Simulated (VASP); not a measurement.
Write the native input for VASP 6.6.1 that does the following.

| Quantity | Value |
| --- | --- |
| Task | single point |
| Functional | PBE |
| Potentials or basis | VASP PAW PBE potentials, release 64 (Ti_sv, C) |
| Cutoff | 520 eV |
| k mesh | 11 × 11 × 11 |
| Occupations | methfessel-paxton, width 0.1 eV |
| Spin | no spin polarisation |
| Dipole correction | no |
| Further INCAR settings | ALGO = Normal; EDIFF = 1e-06; NBANDS = 15 |

The structure of TiC lies in POSCAR:

```
TiC
1.0
    0.0000000000      2.1226946233      2.1226946233
    2.1226946233      0.0000000000      2.1226946233
    2.1226946233      2.1226946233      0.0000000000
Ti C
1 1
Direct
    0.0000000000      0.0000000000      0.0000000000
    0.5000000000      0.5000000000      0.5000000000
```

One way to write it, as run:

INCAR

```
SYSTEM = TiC
PREC     = Accurate       ! precision mode
ENCUT    = 520            ! plane-wave cutoff, eV
EDIFF    = 1E-6           ! SCF threshold, eV
ISMEAR   = 1              ! smearing method
SIGMA    = 0.1            ! smearing width, eV
LREAL    = .False.        ! projectors in reciprocal space
LASPH    = .True.         ! aspherical terms in the spheres
NELM     = 100            ! most SCF steps
ALGO     = Normal         ! electronic algorithm
ISIF     = 2              ! what is computed and relaxed
LWAVE    = .False.        ! write WAVECAR
LCHARG   = .False.        ! write CHGCAR
GGA      = PE             ! functional
NBANDS   = 15             ! bands
```

KPOINTS

```
regular mesh
0
Gamma
  11 11 11
  0 0 0
```

Potentials or basis: VASP PAW PBE potentials, release 64 (Ti_sv, C).

Run with:

```console
$ cat potpaw_PBE.64/Ti_sv/POTCAR potpaw_PBE.64/C/POTCAR > POTCAR
$ mpirun -np 1 vasp_std > vasp.out
```

It gave:

* Pressure: 17.6 GPa
* Band gap on the k mesh: zero (band 8 reaches 10.85 eV, above the bottom of band 9 at 9.72 eV)

Wall time 21 s on 1 thread of Intel Xeon 8259CL, with other jobs on the host, peak memory 0.15 GiB.
